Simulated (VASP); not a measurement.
Set up this calculation in VASP 6.6.1, as the native input.

* Task: single point
* Functional: BLYP
* Potentials or basis: VASP PAW PBE potentials, release 64 (Bi_d, Se)
* Cutoff: 520 eV
* k mesh: 8 × 8 × 8
* Occupations: fermi-dirac, width 0.05 eV
* Spin: no spin polarisation
* Dipole correction: no
* Further INCAR settings: ALGO = Normal; EDIFF = 1e-07; NBANDS = 32

The structure of Bi2Se3 lies in POSCAR:

```
Bi2Se3
1.0
    2.1121279616      1.2194376472      9.7325442609
   -2.1121279616      1.2194376472      9.7325442609
    0.0000000000     -2.4388752945      9.7325442609
Bi Se
2 3
Direct
    0.5992000000      0.5992000000      0.5992000000
    0.4008000000      0.4008000000      0.4008000000
    0.7883000000      0.7883000000      0.7883000000
    0.2117000000      0.2117000000      0.2117000000
    0.0000000000      0.0000000000      0.0000000000
```

One way to write it, as run:

INCAR

```
SYSTEM = Bi2Se3
AGGAC    = 1.0          
AGGAX    = 1.0          
ALDAC    = 0.0          
ALDAX    = 1.0          
ALGO     = Normal         ! electronic algorithm
EDIFF    = 1E-7           ! SCF threshold, eV
ENCUT    = 520            ! plane-wave cutoff, eV
GGA      = B5             ! functional
ISIF     = 2              ! what is computed and relaxed
ISMEAR   = -1             ! smearing method
LASPH    = .True.         ! aspherical terms in the spheres
LCHARG   = .True.         ! write CHGCAR
LELF     = .True.         ! ELF
LREAL    = .False.        ! projectors in reciprocal space
LVHAR    = .True.       
LWAVE    = .False.        ! write WAVECAR
NBANDS   = 32             ! bands
NELM     = 60             ! most SCF steps
PREC     = Accurate       ! precision mode
SIGMA    = 0.05           ! smearing width, eV
```

KPOINTS

```
k-points
0
Gamma
  8 8 8
  0 0 0
```

Potentials or basis: VASP PAW PBE potentials, release 64 (Bi_d, Se).

Command:

```sh
$ cat potpaw_PBE.64/Bi_d/POTCAR potpaw_PBE.64/Se/POTCAR > POTCAR
$ mpirun -np 1 vasp_std > vasp.out
```

It gave:

| Item | Value |
| --- | --- |
| Pressure | 2.6 GPa |
| Largest force | 0.084 eV/Å |
| Band gap on the k mesh | 0.29 eV |

Caveat: the PAW data sets were made with another functional, which shifts forces and pressure a little; spin-orbit coupling is left out, which moves the levels of the heavy elements.

Run time: 33 min on 1 thread of Oxide Virtual Turin-like Processor, on a shared host, peak memory 1 GiB.
